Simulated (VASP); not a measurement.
# Al (Fm-3m) in VASP: notebook

Al is run at these levels: LDA; tasks: single point, relaxation of cell and atoms.

Everything below comes from runs of VASP 6.6.1. Logs are shortened: lines on timing, memory, paths and dates and some standing lists are left out, and cuts for length are marked.

## (1) The cell of the first run

It takes space group Fm-3m (No. 225, cubic). Conventional cell: a = 3.985 Å, b = 3.985 Å, c = 3.985 Å, α = 90.00°, β = 90.00°, γ = 90.00°. Within 3.7 Å of Al (site symmetry m-3m) lie 12 Al at 2.82 Å.

## (2) Single point, LDA

INCAR reads:

```
SYSTEM = Al
PREC = Accurate
ENCUT = 520
EDIFF = 1E-7
ISMEAR = -1
SIGMA = 0.15
LREAL = .False.
LASPH = .True.
NELM = 60
ALGO = Fast
ISIF = 2
LWAVE = .False.
LCHARG = .True.
LELF = .True.
LVHAR = .True.
NBANDS = 8
```

KPOINTS reads:

```
Automatic mesh
0
Gamma
  18 18 18
  0 0 0
```

POSCAR reads:

```
Al
1.0
    0.0000000000      1.9924080649      1.9924080649
    1.9924080649      0.0000000000      1.9924080649
    1.9924080649      1.9924080649      0.0000000000
Al
1
Direct
    0.0000000000      0.0000000000      0.0000000000
```

Potentials or basis: VASP PAW LDA potentials, release 64 (Al).

On the command line:

```bash
$ cat potpaw_LDA.64/Al/POTCAR > POTCAR
$ mpirun -np 1 vasp_std > vasp.out
```

OUTCAR:

```text
SYSTEM = Al
   PREC = Accurate
   ENCUT = 520
   EDIFF = 1E-7
   ISMEAR = -1
   LREAL = .False.
   LASPH = .True.
   NELM = 60
   ISIF = 2

 ion  position               nearest neighbor table
   1  0.000  0.000  0.000-

  LATTYP: Found a face centered cubic cell.
 ALAT       =     3.9848161298

  Lattice vectors:

 A1 = (   0.0000000000,   1.9924080649,   1.9924080649)
 A2 = (   1.9924080649,   0.0000000000,   1.9924080649)
 A3 = (   1.9924080649,   1.9924080649,   0.0000000000)

Analysis of symmetry for initial positions (statically):
=====================================================================
 Subroutine PRICEL returns:
 Original cell was already a primitive cell.

 Routine SETGRP: Setting up the symmetry group for a
 face centered cubic supercell.

 Subroutine GETGRP returns: Found 48 space group operations
 (whereof 48 operations were pure point group operations)
 out of a pool of 48 trial point group operations.

The static configuration has the point symmetry O_h .

Analysis of symmetry for dynamics (positions and initial velocities):
=====================================================================
 Subroutine PRICEL returns:
 Original cell was already a primitive cell.

 Routine SETGRP: Setting up the symmetry group for a
 face centered cubic supercell.

 Subroutine GETGRP returns: Found 48 space group operations
 (whereof 48 operations were pure point group operations)
 out of a pool of 48 trial point group operations.

The dynamic configuration has the point symmetry O_h .

 Subroutine INISYM returns: Found 48 space group operations
 (whereof 48 operations are pure point group operations),
 and found     1 'primitive' translations

----------------------------------------------------------------------------------------

                                     Primitive cell

  volume of cell :      15.8185

  direct lattice vectors                    reciprocal lattice vectors
     0.000000000  1.992408065  1.992408065    -0.250952608  0.250952608  0.250952608
     1.992408065  0.000000000  1.992408065     0.250952608 -0.250952608  0.250952608
     1.992408065  1.992408065  0.000000000     0.250952608  0.250952608 -0.250952608

  length of vectors
     2.817690507  2.817690507  2.817690507     0.434662667  0.434662667  0.434662667

  position of ions in fractional coordinates (direct lattice)
     0.000000000  0.000000000  0.000000000

  ion indices of the primitive-cell ions
   primitive index   ion index
                 1           1

----------------------------------------------------------------------------------------

 KPOINTS: Automatic mesh

Automatic generation of k-mesh.
 Grid dimensions read from file:
 generate k-points for:   18   18   18

 Generating k-lattice:

  Cartesian coordinates                     Fractional coordinates (reciprocal lattice)
    -0.013941812  0.013941812  0.013941812     0.055555556  0.000000000  0.000000000
     0.013941812 -0.013941812  0.013941812     0.000000000  0.055555556  0.000000000
     0.013941812  0.013941812 -0.013941812     0.000000000  0.000000000  0.055555556

  Length of vectors
     0.024147926  0.024147926  0.024147926

  Shift w.r.t. Gamma in fractional coordinates (k-lattice)
     0.000000000  0.000000000  0.000000000

 Subroutine IBZKPT returns following result:
 ===========================================

 Found    195 irreducible k-points:

 Following reciprocal coordinates:
            Coordinates               Weight
  0.000000  0.000000  0.000000      1.000000
  0.055556  0.000000  0.000000      8.000000
  0.111111  0.000000  0.000000      8.000000
  0.166667  0.000000  0.000000      8.000000
  0.222222  0.000000  0.000000      8.000000
  0.277778  0.000000  0.000000      8.000000
[... 16 lines left out ...]
 -0.277778  0.055556  0.000000     24.000000
 -0.222222  0.055556  0.000000     24.000000
 [... further k-points ...]
   k-points           NKPTS =    195   k-points in BZ     NKDIM =    195   number of bands    NBANDS=      8
   number of dos      NEDOS =    301   number of ions     NIONS =      1
   total plane-waves  NPLWV =  13824
   dimension x,y,z NGX =    24 NGY =   24 NGZ =   24
   dimension x,y,z NGXF=    48 NGYF=   48 NGZF=   48
   ions per type =               1
   NGX,Y,Z   is equivalent  to a cutoff of  14.16, 14.16, 14.16 a.u.
   NGXF,Y,Z  is equivalent  to a cutoff of  28.32, 28.32, 28.32 a.u.
 SYSTEM =  Al
   PREC   = accura    normal or accurate (medium, high low for compatibility)
   ISTART =      0    job   : 0-new  1-cont  2-samecut
   ICHARG =      2    charge: 1-file 2-atom 10-const
   ISPIN  =      1    spin polarized calculation?
   LNONCOLLINEAR =      F non collinear calculations
   LSORBIT =      F    spin-orbit coupling
   LASPH  =      T    aspherical Exc in radial PAW
   ENCUT  =  520.0 eV  38.22 Ry    6.18 a.u.   5.24  5.24  5.24*2*pi/ulx,y,z
   NELM   =     60;   NELMIN=  2; NELMDL= -5     # of ELM steps
   EDIFF  = 0.1E-06   stopping-criterion for ELM
   LREAL  =      F    real-space projection
   EDIFFG = 0.1E-05   stopping-criterion for IOM
   NSW    =      0    number of steps for IOM
   IBRION =     -1    ionic relax: 0-MD 1-quasi-New 2-CG
   NFREE  =      0    steps in history (QN), initial steepest desc. (CG)
   ISIF   =      2    stress and relaxation
   ISYM   =      2    0-nonsym 1-usesym 2-fastsym
   POTIM  = 0.5000    time-step for ionic-motion
   TEBEG  =    0.0;   TEEND  =   0.0 temperature during run
   PSTRESS=    0.0 pullay stress
   NELECT =       3.0000    total number of electrons
   NUPDOWN=      -1.0000    fix difference up-down
   EMIN   =  10.00;   EMAX   =-10.00  energy-range for DOS
   EFERMI =   0.00;   METHOD = LEGACY
   ISMEAR =    -1;   SIGMA  =   0.15  broadening in eV -4-tet -1-fermi 0-gaus
   EFERMI_NEDOS =   21; number of points for ismear=-14 and -15
   IALGO  =     68    algorithm
   IMIX   =      4    mixing-type and parameters
     AMIX     =   0.40;   BMIX     =  1.00
     AMIX_MAG =   1.60;   BMIX_MAG =  1.00
  volume/ion in A,a.u.               =      15.82       106.75
  Fermi-wavevector in a.u.,A,eV,Ry     =   0.940575  1.777430 12.036831  0.884682
  Thomas-Fermi vector in A             =   2.068001
   LORBIT       =      0    0 simple, 1 ext, 2 COOP (PROOUT), +10 PAW based schemes
   GGA     = CA    functional components
   LHFCALC =     F    Hartree Fock is set to
   AEXX    =    0.0000 exact exchange contribution
   IVDW    =     0    specifies the selected vdW correction
   LEPSILON=     F    determine dielectric tensor
   LRPA    =     F    only Hartree local field effects (RPA)
 non-spin polarized calculation
 RMM-DIIS sequential band-by-band and
  energy-cutoff  :      520.00
  volume of cell :       15.82
 maximum number of plane-waves:       444
 NGX is ok and might be reduce to    24
   NGX = 11   NGY = 11   NGZ = 11

 number of electron       3.0000000 magnetization

 Free energy of the ion-electron system (eV)
  ---------------------------------------------------
  ext. energy  EPLUGINS =         0.00000000
  ---------------------------------------------------
  free energy    TOTEN  =        -4.20527318 eV

  energy without entropy =       -4.17473209  energy(sigma->0) =       -4.19000264

 E-fermi :   8.2247     XC(G=0): -10.5006

 val. band max:        8.2096119218   @ k =  -0.2778   0.2778   0.0556
 cond. band min:       8.2345575474   @ k =  -0.4444   0.3333   0.1111
 fundamental gap:      0.0249456256
 Fermi energy:         8.2246898060

 k-point     1 :       0.0000    0.0000    0.0000
  band No.  band energies     occupation
      1      -3.1578      2.00000
      2      21.0373      0.00000
      3      21.0373      0.00000
      4      21.0373      0.00000
      5      22.6853      0.00000
      6      22.6853      0.00000
      7      22.6853      0.00000
      8      25.1579      0.00000

 k-point     2 :       0.0556    0.0000    0.0000
  band No.  band energies     occupation
      1      -3.0717      2.00000
      2      19.5337      0.00000
      3      20.7425      0.00000
      4      20.7425      0.00000
      5      23.1130      0.00000
      6      23.1130      0.00000
      7      23.2585      0.00000
      8      26.0340      0.00000

 k-point     3 :       0.1111    0.0000    0.0000
  band No.  band energies     occupation
      1      -2.8138      2.00000
      2      17.2828      0.00000
      3      20.2411      0.00000
      4      20.2411      0.00000
      5      23.3434      0.00000
      6      23.9820      0.00000
      7      23.9820      0.00000
      8      26.4413      0.00000

 k-point     4 :       0.1667    0.0000    0.0000
  band No.  band energies     occupation
      1      -2.3851      2.00000
      2      15.0073      0.00000
      3      19.7977      0.00000
      4      19.7977      0.00000
      5      23.1889      0.00000
      6      24.5733      0.00000
      7      24.5733      0.00000
      8      25.8119      0.00000

 k-point     5 :       0.2222    0.0000    0.0000
  band No.  band energies     occupation
      1      -1.7872      2.00000
      2      12.8058      0.00000
      3      19.4704      0.00000
      4      19.4704      0.00000
      5      23.0214      0.00000
      6      23.7730      0.00000
      7      23.7730      0.00000
      8      26.7800      0.00000

 k-point     6 :       0.2778    0.0000    0.0000
  band No.  band energies     occupation
      1      -1.0223      2.00000
      2      10.7115      0.00000
      3      19.2750      0.00000
      4      19.2750      0.00000
      5      22.7656      0.00000
      6      22.7656      0.00000
      7      22.9247      0.00000
      8      26.9786      0.00000

 k-point     7 :       0.3333    0.0000    0.0000
  band No.  band energies     occupation
      1      -0.0932      2.00000
      2       8.7409      0.06206
      3      19.2175      0.00000
      4      19.2175      0.00000
      5      21.8482      0.00000
      6      21.8482      0.00000
      7      22.9409      0.00000
      8      26.0237      0.00000

 k-point     8 :       0.3889    0.0000    0.0000
  band No.  band energies     occupation
      1       0.9966      2.00000
      2       6.9040      1.99970
      3      19.3005      0.00000
      4      19.3005      0.00000
      5      21.0580      0.00000
      6      21.0580      0.00000
      7      23.0922      0.00000
      8      25.1696      0.00000

 k-point     9 :       0.4444    0.0000    0.0000
  band No.  band energies     occupation
      1       2.2422      2.00000
      2       5.2092      2.00000
      3      19.5251      0.00000
      4      19.5251      0.00000
      5      20.4059      0.00000
      6      20.4059      0.00000
      7      23.3882      0.00000
      8      24.4402      0.00000

 k-point    10 :       0.5000    0.0000    0.0000
  band No.  band energies     occupation
      1       3.5176      2.00000
      2       3.7839      2.00000
      3      19.8647      0.00000
      4      19.8647      0.00000
      5      19.9235      0.00000
      6      19.9235      0.00000
      7      23.7688      0.00000
      8      23.9133      0.00000
[... 78 lines left out ...]
 k-point    18 :       0.4444    0.0556    0.0000
  band No.  band energies     occupation
      1       1.8837      2.00000
      2       5.8289      2.00000
      3      18.3244      0.00000
      4      18.9234      0.00000
      5      19.7823      0.00000
      6      21.8456      0.00000
      7      24.2169      0.00000
      8      25.2683      0.00000

 k-point    19 :       0.5000    0.0556    0.0000
  band No.  band energies     occupation
      1       3.2210      2.00000
      2       4.2423      2.00000
      3      18.3575      0.00000
      4      18.6447      0.00000
      5      20.1138      0.00000
      6      21.2904      0.00000
      7      24.5436      0.00000
      8      24.6993      0.00000

 k-point    20 :      -0.4444    0.0556    0.0000
  band No.  band energies     occupation
      1       2.7627      2.00000
      2       4.7503      2.00000
      3      17.9351      0.00000
      4      19.1096      0.00000
      5      20.5931      0.00000
      6      20.8755      0.00000
      7      24.1454      0.00000
      8      25.1341      0.00000

 k-point    21 :      -0.3889    0.0556    0.0000
  band No.  band energies     occupation
      1       1.4687      2.00000
      2       6.3932      1.99999
      3      17.6590      0.00000
      4      19.7182      0.00000
      5      20.6020      0.00000
      6      21.2153      0.00000
      7      23.8057      0.00000
      8      25.7873      0.00000

 k-point    22 :      -0.3333    0.0556    0.0000
  band No.  band energies     occupation
      1       0.3270      2.00000
      2       8.1814      1.14334
      3      17.5299      0.00000
      4      20.4278      0.00000
      5      20.5103      0.00000
      6      21.9745      0.00000
      7      23.6082      0.00000
      8      26.5539      0.00000

 k-point    23 :      -0.2778    0.0556    0.0000
  band No.  band energies     occupation
      1      -0.6555      2.00000
      2      10.1047      0.00001
      3      17.5476      0.00000
      4      20.4672      0.00000
      5      21.3640      0.00000
      6      22.8544      0.00000
      7      23.5525      0.00000
      8      27.3595      0.00000

 k-point    24 :      -0.2222    0.0556    0.0000
  band No.  band energies     occupation
      1      -1.4750      2.00000
      2      12.1527      0.00000
      3      17.7116      0.00000
      4      20.6038      0.00000
      5      22.3722      0.00000
      6      23.5361      0.00000
      7      23.9169      0.00000
      8      26.1448      0.00000

 [... further k-points ...]

------------------------ aborting loop because EDIFF is reached ----------------------------------------

  FORCE on cell =-STRESS in cart. coord.  units (eV):
  Direction    XX          YY          ZZ          XY          YZ          ZX
  --------------------------------------------------------------------------------------
  -------------------------------------------------------------------------------------
  Total        0.0075385      0.0075385      0.0075385      0.0000000      0.0000000     -0.0000000
  in kB        0.7635421      0.7635421      0.7635421      0.0000000      0.0000000     -0.0000000
  external PRESSURE =       0.7635421 kB  Pullay stress =       0.0000000 kB

 VOLUME and BASIS-vectors are now :
 -----------------------------------------------------------------------------
  energy-cutoff  :      520.00
  volume of cell :       15.82
      direct lattice vectors                 reciprocal lattice vectors
     0.000000000  1.992408065  1.992408065    -0.250952608  0.250952608  0.250952608
     1.992408065  0.000000000  1.992408065     0.250952608 -0.250952608  0.250952608
     1.992408065  1.992408065  0.000000000     0.250952608  0.250952608 -0.250952608

 POSITION                                       TOTAL-FORCE (eV/Angst)
 -----------------------------------------------------------------------------------
      0.00000      0.00000      0.00000         0.000000      0.000000      0.000000
 -----------------------------------------------------------------------------------
    total drift:                               -0.000000      0.000000      0.000000

  FREE ENERGIE OF THE ION-ELECTRON SYSTEM (eV)
  ---------------------------------------------------
  free  energy   TOTEN  =        -4.2052731774 eV

  energy  without entropy=       -4.1747320940  energy(sigma->0) =       -4.19000264
```

Wall time 32 s (1 thread of Intel Xeon 8259CL, shared host); peak memory 0.14 GiB.

Results:

```yaml
Free_energy: -4.2053 eV
Pressure: 0.1 GPa
Band_gap_on_the_k_mesh: zero (an odd number of electrons rules out a gap without spin polarisation)
```

Levels at points of the mesh, in eV from the Fermi level:
| k point | band 1 | band 2 | band 3 | band 4 |
| --- | --- | --- | --- | --- |
| (0.00, 0.00, 0.00) | -11.38 | 12.81 | 12.81 | 12.81 |
| (0.50, 0.00, 0.00) | -4.71 | -4.44 | 11.64 | 11.64 |
| (0.50, 0.50, 0.00) | -2.99 | -1.61 | 5.32 | 5.74 |

## (3) Relaxation of cell and atoms, LDA

INCAR reads:

```
SYSTEM = Al
ALGO = Normal
EDIFF = 1E-6
EDIFFG = -0.001
ENCUT = 600
IBRION = 2
ISIF = 3
ISMEAR = -1
LASPH = .TRUE.
LCHARG = .FALSE.
LREAL = .FALSE.
LWAVE = .FALSE.
NELM = 100
NSW = 80
PREC = Accurate
SIGMA = 0.15
```

KPOINTS reads:

```
k-points
0
G
  18 18 18
  0 0 0
```

POSCAR reads:

```
Al
1.0
    0.0000000000      1.9917981732      1.9917981732
    1.9917981732      0.0000000000      1.9917981732
    1.9917981732      1.9917981732      0.0000000000
Al
1
Direct
    0.0000000000      0.0000000000      0.0000000000
```

Potentials or basis: VASP PAW LDA potentials, release 64 (Al).

On the command line:

```bash
$ cat potpaw_LDA.64/Al/POTCAR > POTCAR
$ mpirun -np 1 vasp_std > vasp.out
```

Run time: 20 s. Hardware: 1 thread of Intel Xeon 8259CL, shared host; peak memory 0.13 GiB.

It converged, with:

```
Free energy                           : -4.2053 eV
Relaxed volume                        : 15.83 Å³/atom
Relaxed cell                          : a = 2.819 Å, b = 2.819 Å, c = 2.819 Å, α = 60.00°, β = 60.00°, γ = 60.00°
Space group after relaxing (to 0.1 Å) : Fm-3m (No. 225)
Energy gained by relaxing             : 0.0 meV/atom
Ionic steps                           : 3
Pressure after relaxing               : 0.0 GPa
Band gap on the k mesh                : zero (an odd number of electrons rules out a gap without spin polarisation)
```

Final structure:
```
Al
1.0
     0.00000    1.99304    1.99304
     1.99304    0.00000    1.99304
     1.99304    1.99304    0.00000
Al
1
Direct
  0.00000 0.00000 0.00000
```

Levels at points of the mesh, in eV from the Fermi level:
```
           k point  band 1  band 2  band 3  band 4  band 5
(0.00, 0.00, 0.00)  -11.38   12.81   12.81   12.81   14.45
(0.50, 0.00, 0.00)   -4.70   -4.44   11.64   11.64   11.69
(0.50, 0.50, 0.00)   -2.99   -1.61    5.32    5.74    5.74
```

The gap in the log of VASP goes by the Fermi energy; the results here count the filled bands.